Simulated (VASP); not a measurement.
Input of a VASP 6.6.1 run:

Contents of INCAR:

```
SYSTEM = Ag
PREC = Accurate
ENCUT = 520
EDIFF = 1E-7
ISMEAR = 0
SIGMA = 0.15
LREAL = .FALSE.
LASPH = .TRUE.
NELM = 60
ALGO = Fast
ISIF = 2
LWAVE = .FALSE.
LCHARG = .FALSE.
GGA = PE
NBANDS = 18
```

The input KPOINTS:

```
Automatic mesh
0
G
  24 24 12
  0 0 0
```

Contents of POSCAR:

```
Ag
1.0
    2.6846409995      0.0000000000      0.0000000000
   -1.3423204997      2.3249673056      0.0000000000
    0.0000000000      0.0000000000      5.7055530567
Ag
2
Direct
    0.3333333333      0.6666666667      0.2500000000
    0.6666666667      0.3333333333      0.7500000000
```

Potentials or basis: VASP PAW PBE potentials, release 64 (Ag).

Command:

```sh
$ cat potpaw_PBE.64/Ag/POTCAR > POTCAR
$ mpirun -np 1 vasp_std > vasp.out
```

Question: What does it give for the band gap on the k mesh?

Answer: Zero (bands 11 and 12 overlap by 8.64 eV).

Question: Predict the pressure.

Answer: 9.9 GPa.

Stress tensor (GPa, compression positive):
```
19.47  0.00  0.00
 0.00 19.47  0.00
 0.00  0.00 -9.29
```

Caveat: the cell stands under pressure.
